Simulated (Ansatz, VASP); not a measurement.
**NaB3 in VASP and in Ansatz**

```xyz
8
Lattice="2.9516 1.7041 3.1654 -2.9516 1.7041 3.1654 0.0000 -3.4082 3.1654" Properties=species:S:1:pos:R:3 pbc="T T T"
Na    0.0000    0.0000    3.1617
Na    0.0000    0.0000    6.3345
B     2.0918   -1.2077    5.6232
B     0.0000    2.4154    5.6232
B    -2.0918   -1.2077    5.6232
B    -2.0918    1.2077    3.8730
B     2.0918    1.2077    3.8730
B     0.0000   -2.4154    3.8730
```

Alike in both runs: functional PBE; k mesh 12 × 12 × 12; occupations gaussian, width 0.1 eV; no spin polarisation.

Ansatz relaxed the structure, and its values are those at the end. VASP's run is a single point on that final structure, the one shown.

|  | VASP | Ansatz |
| --- | --- | --- |
| version | VASP 6.6.1 | Ansatz 0.2.0 |
| potentials or method | VASP PAW PBE potentials, release 64 (Na_pv, B), cutoff 520 eV | scalar-relativistic, plane waves, PAW |
| valence electrons in the cell | 32 | 36 |

|  | VASP | Ansatz | Ansatz less VASP |
| --- | --- | --- | --- |
| gap on the k mesh at the Fermi level (eV) | none | none | - |
| pressure (GPa) | 0.1 | 0.0 | -0.12 |
| rms of the force components (eV/Å) | 0.012 | 0.002 | -0.0102 |

A gap of «none» marks a metal or a gap that the smearing closes. VASP's potentials hold 32 valence electrons a cell and Ansatz's 36, so a difference there can come from the potentials and not from the codes.
